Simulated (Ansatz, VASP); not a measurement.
## Two plane-wave programs on AlCu

POSCAR

```
AlCu
1.0
    2.9975090000     -0.0449626350      0.0000000000
   -0.0449626350      2.9975090000      0.0000000000
    0.0000000000      0.0000000000      2.9975090000
Al Cu
1 1
Direct
    0.0000000000      0.0000000000      0.0000000000
    0.5000000000      0.5000000000      0.5000000000
```

File INCAR.step1:

```
SYSTEM = AlCu
PREC = Accurate
ENCUT = 520
ISMEAR = 0
SIGMA = 0.15
LREAL = .False.
LASPH = .True.
NELM = 80
NBANDS = 14
GGA = PE
ALGO = Normal
EDIFF = 1E-4
LWAVE = .True.
LCHARG = .False.
```

INCAR.step2

```
SYSTEM = AlCu
PREC = Accurate
ENCUT = 520
EDIFF = 1E-7
ISMEAR = 0
SIGMA = 0.15
LREAL = .False.
LASPH = .True.
NELM = 80
ALGO = Normal
ISIF = 2
LWAVE = .False.
LCHARG = .False.
METAGGA = R2SCAN
LMIXTAU = .True.
NBANDS = 14
ISTART = 1
```

File KPOINTS:

```
Automatic mesh
0
Gamma
  16 16 16
  0 0 0
```

Input for Ansatz:

```yaml
crystal:
  lattice:
    - [2.997509, -0.044962635, 0.0]
    - [-0.044962635, 2.997509, 0.0]
    - [0.0, 0.0, 2.997509]
  atoms:
    - { symbol: Al, position: [0.0, 0.0, 0.0] }
    - { symbol: Cu, position: [0.5, 0.5, 0.5] }
basis:
  ecutwfc: 500
kpoints:
  mp_grid: { grid: [16, 16, 16] }
hamiltonian:
  xc: r2scan
scf:
  occupations: { method: gaussian, width: 0.15 }
output:
  forces: true
  stress: true
  eigenvalues: true
```

Change from the starting cell: strain -0.0300 x Voigt [0, 0, 0, 0, 0, 1], atoms carried along.

Alike in both runs: task single point; functional r2SCAN; k mesh 16 × 16 × 16; occupations gaussian, width 0.15 eV; no spin polarisation.

|  | VASP | Ansatz |
| --- | --- | --- |
| version | VASP 6.6.1 | Ansatz 0.2.0 |
| potentials or method | VASP PAW PBE potentials, release 64 (Al, Cu), cutoff 520 eV | scalar-relativistic, plane waves, PAW |
| valence electrons in the cell | 14 | 22 |

Ansatz gave:

| Quantity | Value |
| --- | --- |
| gap on the k mesh at the Fermi level (eV) | none |
| pressure (GPa) | -4.8 |
| traceless stress, the component that is largest in VASP (GPa) | 1.21 |

**Question.** Estimate VASP's values.

**Answer.** gap on the k mesh at the Fermi level (eV): none; pressure (GPa): -4.7; traceless stress, the component that is largest in VASP (GPa): 1.20.

VASP's potentials were made for PBE, not for r2SCAN. A gap of «none» marks a metal or a gap that the smearing closes. VASP's potentials hold 14 valence electrons a cell and Ansatz's 22, so a difference there can come from the potentials and not from the codes.
